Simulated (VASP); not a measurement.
# Ti3O4 (Cmmm) in VASP: single point with r2SCAN

Aim: the single point of Ti3O4 with r2SCAN.

Program: VASP 6.6.1. These are calculated values, not measurements. Logs are shortened: lines on timing, memory, paths and dates and some standing lists are left out, and cuts for length are marked.

### 1 The cell of the first run

It takes space group Cmmm (No. 65, orthorhombic). Conventional cell: a = 5.615 Å, b = 7.797 Å, c = 2.759 Å, α = 90.00°, β = 90.00°, γ = 90.00°. Within 2.5 Å of Ti (site symmetry mmm) lie 6 O at 1.91 to 2.01 Å. Ti (site symmetry 2/m) has 6 O at 1.95 to 1.97 Å within 2.6 Å. O (site symmetry 2mm) has 4 Ti at 1.91 to 1.95 Å within 2.5 Å. O (site symmetry m2m) has 5 Ti at 1.97 to 2.01 Å within 2.6 Å.

### 2 Single point, r2SCAN (strain -0.040 along x and y, -0.080 along z)

POSCAR

```
Ti3O4
1.0
    2.8072637169     -3.8984505890      0.0000000000
    2.8072637169      3.8984505890      0.0000000000
    0.0000000000      0.0000000000      2.7590046765
Ti O
3 4
Direct
    0.0000000000      0.0000000000      0.5000000000
    0.5000000000      0.0000000000      0.0000000000
    0.0000000000      0.5000000000      0.0000000000
    0.7653844393      0.7653844393      0.0000000000
    0.2573236421      0.7426763579      0.5000000000
    0.2346155607      0.2346155607      0.0000000000
    0.7426763579      0.2573236421      0.5000000000
```

INCAR.step1

```
SYSTEM = Ti3O4
ALGO = Normal
EDIFF = 1E-5
ENCUT = 660
GGA = PE
GGA_COMPAT = .FALSE.
ISMEAR = 0
LASPH = .TRUE.
LCHARG = .FALSE.
LREAL = .FALSE.
LWAVE = .TRUE.
NBANDS = 39
NELM = 120
PREC = Accurate
SIGMA = 0.15
```

INCAR.step2

```
SYSTEM = Ti3O4
ALGO = Normal
EDIFF = 1E-6
ENCUT = 660
GGA_COMPAT = .FALSE.
ISIF = 2
ISMEAR = 0
ISTART = 1
LASPH = .TRUE.
LCHARG = .TRUE.
LELF = .TRUE.
LMIXTAU = .TRUE.
LREAL = .FALSE.
LVHAR = .TRUE.
LWAVE = .FALSE.
METAGGA = R2SCAN
NBANDS = 39
NELM = 120
PREC = Accurate
SIGMA = 0.15
```

KPOINTS

```
k-points
0
G
  8 8 14
  0 0 0
```

Potentials or basis: VASP PAW PBE potentials, release 64 (Ti_sv, O).

Launch:

```sh
> cat potpaw_PBE.64/Ti_sv/POTCAR potpaw_PBE.64/O/POTCAR > POTCAR
> cp INCAR.step1 INCAR
> mpirun -np 1 vasp_std > vasp.out
> cp INCAR.step2 INCAR
> mpirun -np 1 vasp_std > vasp.out
```

OUTCAR:

```text
SYSTEM = Ti3O4
   EDIFF = 1E-6
   ENCUT = 660
   ISIF = 2
   ISMEAR = 0
   ISTART = 1
   LASPH = .TRUE.
   LREAL = .FALSE.
   METAGGA = R2SCAN
   NELM = 120
   PREC = Accurate

 ion  position               nearest neighbor table
   1  0.000  0.000  0.500-   4 1.91   6 1.91   4 1.91   6 1.91   5 2.01   7 2.01   2 2.77   3 2.77
                             2 2.77   3 2.77   3 2.77   3 2.77   2 2.77   2 2.77
   2  0.500  0.000  0.000-   4 1.95   6 1.95   5 1.97   7 1.97   5 1.97   7 1.97   1 2.77   1 2.77
                             1 2.77   1 2.77   3 2.81   3 2.81
   3  0.000  0.500  0.000-   4 1.95   6 1.95   5 1.97   7 1.97   5 1.97   7 1.97   1 2.77   1 2.77
                             1 2.77   1 2.77   2 2.81   2 2.81
   4  0.765  0.765  0.000-   1 1.91   1 1.91   3 1.95   2 1.95
   5  0.257  0.743  0.500-   2 1.97   3 1.97   2 1.97   3 1.97   1 2.01
   6  0.235  0.235  0.000-   1 1.91   1 1.91   3 1.95   2 1.95
   7  0.743  0.257  0.500-   2 1.97   3 1.97   2 1.97   3 1.97   1 2.01

  LATTYP: Found a base centered orthorhombic cell.
 ALAT       =     5.6145274338
 B/A-ratio  =     1.3887012344
 C/A-ratio  =     0.4914046122

  Lattice vectors:

 A1 = (   2.8072637169,  -3.8984505890,   0.0000000000)
 A2 = (   2.8072637169,   3.8984505890,   0.0000000000)
 A3 = (   0.0000000000,   0.0000000000,   2.7590046765)

Analysis of symmetry for initial positions (statically):
=====================================================================
 Subroutine PRICEL returns:
 Original cell was already a primitive cell.

 Routine SETGRP: Setting up the symmetry group for a
 base centered orthorhombic supercell.

 Subroutine GETGRP returns: Found  8 space group operations
 (whereof  8 operations were pure point group operations)
 out of a pool of  8 trial point group operations.

The static configuration has the point symmetry D_2h.

Analysis of symmetry for dynamics (positions and initial velocities):
=====================================================================
 Subroutine PRICEL returns:
 Original cell was already a primitive cell.

 Routine SETGRP: Setting up the symmetry group for a
 base centered orthorhombic supercell.

 Subroutine GETGRP returns: Found  8 space group operations
 (whereof  8 operations were pure point group operations)
 out of a pool of  8 trial point group operations.

The dynamic configuration has the point symmetry D_2h.

 Subroutine INISYM returns: Found  8 space group operations
 (whereof  8 operations are pure point group operations),
 and found     1 'primitive' translations

----------------------------------------------------------------------------------------

                                     Primitive cell

  volume of cell :      60.3890

  direct lattice vectors                    reciprocal lattice vectors
     2.807263717 -3.898450589  0.000000000     0.178109380 -0.128256082  0.000000000
     2.807263717  3.898450589  0.000000000     0.178109380  0.128256082  0.000000000
     0.000000000  0.000000000  2.759004677     0.000000000  0.000000000  0.362449549

  length of vectors
     4.804023998  4.804023998  2.759004677     0.219482514  0.219482514  0.362449549

  position of ions in fractional coordinates (direct lattice)
     0.000000000  0.000000000  0.500000000
     0.500000000  0.000000000  0.000000000
     0.000000000  0.500000000  0.000000000
     0.765384439  0.765384439  0.000000000
     0.257323642  0.742676358  0.500000000
     0.234615561  0.234615561  0.000000000
     0.742676358  0.257323642  0.500000000

  ion indices of the primitive-cell ions
   primitive index   ion index
                 1           1
                 2           2
                 3           3
                 4           4
                 5           5
                 6           6
                 7           7

----------------------------------------------------------------------------------------

 KPOINTS: k-points

Automatic generation of k-mesh.
 Grid dimensions read from file:
 generate k-points for:    8    8   14

 Generating k-lattice:

  Cartesian coordinates                     Fractional coordinates (reciprocal lattice)
     0.022263672 -0.016032010  0.000000000     0.125000000  0.000000000  0.000000000
     0.022263672  0.016032010  0.000000000     0.000000000  0.125000000  0.000000000
     0.000000000  0.000000000  0.025889253     0.000000000  0.000000000  0.071428571

  Length of vectors
     0.027435314  0.027435314  0.025889253

  Shift w.r.t. Gamma in fractional coordinates (k-lattice)
     0.000000000  0.000000000  0.000000000

 Subroutine IBZKPT returns following result:
 ===========================================

 Found    168 irreducible k-points:

 Following reciprocal coordinates:
            Coordinates               Weight
  0.000000  0.000000  0.000000      1.000000
  0.125000  0.000000  0.000000      4.000000
  0.250000  0.000000  0.000000      4.000000
  0.375000  0.000000  0.000000      4.000000
  0.500000  0.000000  0.000000      2.000000
  0.125000  0.125000  0.000000      2.000000
[... 16 lines left out ...]
  0.125000  0.000000  0.071429      8.000000
  0.250000  0.000000  0.071429      8.000000
 [... further k-points ...]
   k-points           NKPTS =    168   k-points in BZ     NKDIM =    168   number of bands    NBANDS=     39
   number of dos      NEDOS =    301   number of ions     NIONS =      7
   total plane-waves  NPLWV =  38400
   dimension x,y,z NGX =    40 NGY =   40 NGZ =   24
   dimension x,y,z NGXF=    80 NGYF=   80 NGZF=   48
   ions per type =               3   4
   NGX,Y,Z   is equivalent  to a cutoff of  13.84, 13.84, 14.46 a.u.
   NGXF,Y,Z  is equivalent  to a cutoff of  27.68, 27.68, 28.92 a.u.
 SYSTEM =  Ti3O4
   PREC   = accura    normal or accurate (medium, high low for compatibility)
   ISTART =      1    job   : 0-new  1-cont  2-samecut
   ICHARG =      0    charge: 1-file 2-atom 10-const
   ISPIN  =      1    spin polarized calculation?
   LNONCOLLINEAR =      F non collinear calculations
   LSORBIT =      F    spin-orbit coupling
   LASPH  =      T    aspherical Exc in radial PAW
   ENCUT  =  660.0 eV  48.51 Ry    6.96 a.u.  10.06 10.06  5.78*2*pi/ulx,y,z
   NELM   =    120;   NELMIN=  2; NELMDL=  0     # of ELM steps
   EDIFF  = 0.1E-05   stopping-criterion for ELM
   LREAL  =      F    real-space projection
   EDIFFG = 0.1E-04   stopping-criterion for IOM
   NSW    =      0    number of steps for IOM
   IBRION =     -1    ionic relax: 0-MD 1-quasi-New 2-CG
   NFREE  =      0    steps in history (QN), initial steepest desc. (CG)
   ISIF   =      2    stress and relaxation
   ISYM   =      2    0-nonsym 1-usesym 2-fastsym
   POTIM  = 0.5000    time-step for ionic-motion
   TEBEG  =    0.0;   TEEND  =   0.0 temperature during run
   PSTRESS=    0.0 pullay stress
   NELECT =      60.0000    total number of electrons
   NUPDOWN=      -1.0000    fix difference up-down
   EMIN   =  10.00;   EMAX   =-10.00  energy-range for DOS
   EFERMI =   0.00;   METHOD = LEGACY
   ISMEAR =     0;   SIGMA  =   0.15  broadening in eV -4-tet -1-fermi 0-gaus
   EFERMI_NEDOS =   21; number of points for ismear=-14 and -15
   IALGO  =     38    algorithm
   IMIX   =      4    mixing-type and parameters
     AMIX     =   0.40;   BMIX     =  1.00
     AMIX_MAG =   1.60;   BMIX_MAG =  1.00
  volume/ion in A,a.u.               =       8.63        58.22
  Fermi-wavevector in a.u.,A,eV,Ry     =   1.633576  3.087011 36.308108  2.668571
  Thomas-Fermi vector in A             =   2.725358
   LORBIT       =      0    0 simple, 1 ext, 2 COOP (PROOUT), +10 PAW based schemes
   METAGGA = R2SCAN    functional components
   LHFCALC =     F    Hartree Fock is set to
   AEXX    =    0.0000 exact exchange contribution
   IVDW    =     0    specifies the selected vdW correction
   LEPSILON=     F    determine dielectric tensor
   LRPA    =     F    only Hartree local field effects (RPA)
 non-spin polarized calculation
 Gauss-broadening in eV      SIGMA  =   0.15
  energy-cutoff  :      660.00
  volume of cell :       60.39
 maximum number of plane-waves:      2350
   NGX = 21   NGY = 21   NGZ = 11

 number of electron      60.0000012 magnetization

 Free energy of the ion-electron system (eV)
  ---------------------------------------------------
  ext. energy  EPLUGINS =         0.00000000
  ---------------------------------------------------
  free energy    TOTEN  =       -81.76771179 eV

  energy without entropy =      -81.74207661  energy(sigma->0) =      -81.75489420

 E-fermi :  11.8060     XC(G=0): -13.7771

 val. band max:       11.8048296541   @ k =   0.2500   0.0000   0.2857
 cond. band min:      11.8108541791   @ k =   0.5000   0.0000   0.1429
 fundamental gap:      0.0060245250
 Fermi energy:        11.8060466264

 k-point     1 :       0.0000    0.0000    0.0000
  band No.  band energies     occupation
      1     -48.7571      2.00000
      2     -48.6207      2.00000
      3     -48.3936      2.00000
      4     -24.9807      2.00000
      5     -24.6868      2.00000
      6     -24.1331      2.00000
[... 31 lines left out ...]
     38      14.4408      0.00000
     39      14.4684      0.00000

 k-point     2 :       0.1250    0.0000    0.0000
  band No.  band energies     occupation
      1     -48.7511      2.00000
      2     -48.6240      2.00000
      3     -48.3966      2.00000
      4     -24.9439      2.00000
      5     -24.6677      2.00000
      6     -24.1252      2.00000
[... 31 lines left out ...]
     38      14.3971      0.00000
     39      14.4218      0.00000

 k-point     3 :       0.2500    0.0000    0.0000
  band No.  band energies     occupation
      1     -48.7344      2.00000
      2     -48.6342      2.00000
      3     -48.4038      2.00000
      4     -24.8501      2.00000
      5     -24.6062      2.00000
      6     -24.1002      2.00000
[... 31 lines left out ...]
     38      14.3055      0.00000
     39      14.4571      0.00000

 k-point     4 :       0.3750    0.0000    0.0000
  band No.  band energies     occupation
      1     -48.7116      2.00000
      2     -48.6504      2.00000
      3     -48.4112      2.00000
      4     -24.7578      2.00000
      5     -24.4803      2.00000
      6     -24.0749      2.00000
[... 31 lines left out ...]
     38      14.6130      0.00000
     39      14.9675      0.00000
[... 754 lines left out ...]
     38      14.3565      0.00000
     39      14.4007      0.00000

 k-point    23 :       0.1250    0.0000    0.0714
  band No.  band energies     occupation
      1     -48.7443      2.00000
      2     -48.6197      2.00000
      3     -48.3937      2.00000
      4     -24.9215      2.00000
      5     -24.6477      2.00000
      6     -24.1179      2.00000
[... 31 lines left out ...]
     38      14.3177      0.00000
     39      14.4228      0.00000

 k-point    24 :       0.2500    0.0000    0.0714
  band No.  band energies     occupation
      1     -48.7280      2.00000
      2     -48.6298      2.00000
      3     -48.4007      2.00000
      4     -24.8299      2.00000
      5     -24.5897      2.00000
      6     -24.0962      2.00000
[... 31 lines left out ...]
     38      14.3508      0.00000
     39      14.6182      0.00000

 [... further k-points ...]

------------------------ aborting loop because EDIFF is reached ----------------------------------------

  FORCE on cell =-STRESS in cart. coord.  units (eV):
  Direction    XX          YY          ZZ          XY          YZ          ZX
  --------------------------------------------------------------------------------------
  -------------------------------------------------------------------------------------
  Total       21.8896557     17.9470514     27.3855990      0.0000000      0.0000000      0.0000000
  in kB      580.7534974    476.1524363    726.5661296      0.0000000      0.0000000      0.0000000
  external PRESSURE =     594.4906878 kB  Pullay stress =       0.0000000 kB

 VOLUME and BASIS-vectors are now :
 -----------------------------------------------------------------------------
  energy-cutoff  :      660.00
  volume of cell :       60.39
      direct lattice vectors                 reciprocal lattice vectors
     2.807263717 -3.898450589  0.000000000     0.178109380 -0.128256082  0.000000000
     2.807263717  3.898450589  0.000000000     0.178109380  0.128256082  0.000000000
     0.000000000  0.000000000  2.759004677     0.000000000  0.000000000  0.362449549

 POSITION                                       TOTAL-FORCE (eV/Angst)
 -----------------------------------------------------------------------------------
      0.00000      0.00000      1.37950         0.000000     -0.000000     -0.000000
      1.40363     -1.94923      0.00000         0.000000     -0.000000     -0.000000
      1.40363      1.94923      0.00000        -0.000000     -0.000000     -0.000000
      4.29727      0.00000      0.00000        -2.516322     -0.000000      0.000000
      2.80726      1.89212      1.37950         0.000000     -1.231059      0.000000
      1.31726      0.00000      0.00000         2.516322     -0.000000     -0.000000
      2.80726     -1.89212      1.37950         0.000000      1.231059     -0.000000
 -----------------------------------------------------------------------------------
    total drift:                               -0.000000     -0.000000      0.000000

  FREE ENERGIE OF THE ION-ELECTRON SYSTEM (eV)
  ---------------------------------------------------
  free  energy   TOTEN  =       -81.7677117938 eV

  energy  without entropy=      -81.7420766144  energy(sigma->0) =      -81.75489420
```

Wall time 42 min (1 thread of Intel Xeon 8259CL, shared host); peak memory 0.51 GiB.

Results:

- Free energy: -81.7677 eV
- Pressure: 59.4 GPa
- Largest force: 2.516 eV/Å
- Band gap on the k mesh: zero (bands 30 and 31 overlap by 1.25 eV)

Forces in eV/Å, atoms in the order of the input:
```
Ti   0.000  0.000  0.000
Ti   0.000  0.000  0.000
Ti   0.000  0.000  0.000
O   -2.516  0.000  0.000
O    0.000 -1.231  0.000
O    2.516  0.000  0.000
O    0.000  1.231  0.000
```

Caveat: the cell differs from its parent crystal (strain -0.040 along x and y, -0.080 along z); the cell stands under pressure; the PAW data sets were made with another functional, which shifts forces and pressure a little; semilocal functionals often make such compounds metallic where correlation or magnetic order opens a gap, which also shifts bond lengths.
